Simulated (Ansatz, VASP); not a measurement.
SrCl2 in VASP and in Ansatz

```
CELL_PARAMETERS angstrom
0.01728 3.46396 3.46396
3.46396 0.01728 3.46396
3.46396 3.46396 0.01728
ATOMIC_POSITIONS crystal
Sr 0.00000 0.00000 0.00000
Cl 0.25000 0.25000 0.25000
Cl 0.75000 0.75000 0.75000
```

Change from the starting cell: equal xy, yz and zx engineering shears of +0.5 %.

Alike in both runs: task relaxation of the atoms; functional PBEsol; k mesh 6 × 6 × 6; no spin polarisation.

|  | VASP | Ansatz |
| --- | --- | --- |
| version | VASP 6.6.1 | Ansatz 0.2.0 |
| potentials or method | VASP PAW PBE potentials, release 64 (Sr_sv, Cl), cutoff 520 eV | all-electron LAPW, scalar-relativistic |
| occupations | gaussian, width 0.01 eV | fixed |

|  | VASP | Ansatz | Ansatz less VASP |
| --- | --- | --- | --- |
| gap on the k mesh at the Fermi level, each at its own relaxed structure (eV) | 5.24 | 5.25 | +0.011 |

VASP's potentials were made for PBE, not for PBEsol. Ansatz ran all-electron here, and VASP with PAW potentials.
